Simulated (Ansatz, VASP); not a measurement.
## One calculation of MgS, two programs

```
S Mg
1.0
     3.99428    0.00000    0.00000
    -1.99714    3.45914    0.00000
     0.00000    0.00000    6.43229
S Mg
2 2
Direct
  0.66667 0.33333 0.87924
  0.33333 0.66667 0.37924
  0.33333 0.66667 0.99575
  0.66667 0.33333 0.49575
```

Alike in both runs: task relaxation of the atoms; functional PBEsol; k mesh 7 × 7 × 4; occupations fermi-dirac, width 0.05 eV; no spin polarisation.

```csv
,VASP,Ansatz
version,VASP 6.6.1,Ansatz 0.2.0
potentials or method,"VASP PAW PBE potentials, release 64 (S, Mg)",Ansatz PAW
plane-wave cutoff (eV),520,420
valence electrons in the cell,16,32
```

|  | VASP | Ansatz | Ansatz less VASP |
| --- | --- | --- | --- |
| gap on the k mesh at the Fermi level, each at its own relaxed structure (eV) | 3.42 | 3.42 | -0.001 |

VASP's potentials were made for PBE, not for PBEsol. VASP's potentials hold 16 valence electrons a cell and Ansatz's 32, so a difference there can come from the potentials and not from the codes.

Noted on Ansatz's run: odd divisions of the mesh miss points on the zone boundary, where band edges often lie, so the gap on the mesh can be too wide.
